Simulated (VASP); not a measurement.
Write the native input for VASP 6.6.1 that does the following.

```
Task                   : single point
Functional             : r2SCAN
Potentials or basis    : VASP PAW PBE potentials, release 64 (Co)
Cutoff                 : 520 eV
k mesh                 : 20 × 20 × 20
Occupations            : gaussian, width 0.1 eV
Spin                   : collinear spin, ferromagnetic start
Starting moments       : [2.01] μB
Dipole correction      : no
Further INCAR settings : ALGO = Normal; EDIFF = 1e-06; NBANDS = 14
```

The system is Co.

```
Co
1.0
     0.00000    1.75622    1.75622
     1.75622    0.00000    1.75622
     1.75622    1.75622    0.00000
Co
1
Direct
  0.00000 0.00000 0.00000
```

This isn't the form of Co at room conditions, which is hcp.

One way to write it, as run:

POSCAR

```
Co
1.0
    0.0000000000      1.7562213891      1.7562213891
    1.7562213891      0.0000000000      1.7562213891
    1.7562213891      1.7562213891      0.0000000000
Co
1
Direct
    0.0000000000      0.0000000000      0.0000000000
```

INCAR.step1

```
SYSTEM = Co
PREC = Accurate
ENCUT = 520
ISMEAR = 0
SIGMA = 0.1
LREAL = .False.
LASPH = .True.
NELM = 150
ISPIN = 2
MAGMOM = 2.01
LMAXMIX = 4
NBANDS = 14
GGA = PE
ALGO = Normal
EDIFF = 1E-4
LWAVE = .True.
LCHARG = .False.
```

INCAR.step2

```
SYSTEM = Co
PREC = Accurate
ENCUT = 520
EDIFF = 1E-6
ISMEAR = 0
SIGMA = 0.1
LREAL = .False.
LASPH = .True.
NELM = 150
ALGO = Normal
ISIF = 2
LWAVE = .False.
LCHARG = .False.
ISPIN = 2
MAGMOM = 2.01
LORBIT = 11
LMAXMIX = 4
METAGGA = R2SCAN
LMIXTAU = .True.
NBANDS = 14
ISTART = 1
```

KPOINTS

```
Automatic mesh
0
Gamma
  20 20 20
  0 0 0
```

Potentials or basis: VASP PAW PBE potentials, release 64 (Co).

The run is started by

```sh
$ cat potpaw_PBE.64/Co/POTCAR > POTCAR
$ cp INCAR.step1 INCAR
$ mpirun -np 1 vasp_std > vasp.out
$ cp INCAR.step2 INCAR
$ mpirun -np 1 vasp_std > vasp.out
```

It gave:

| Quantity | Value |
| --- | --- |
| Pressure | -0.1 GPa |
| Net moment | 1.83 μB per cell |
| Site moments | Co +1.88 μB |
| Valence electrons inside the program's atomic spheres | Co 8.30 |

Caveat: the PAW data sets were made with another functional, which shifts forces and pressure a little.

Run time: 2.1 min on 1 thread of Intel(R) Xeon(R) 6975P-C (Granite Rapids) (shared host), peak memory 0.17 GiB.
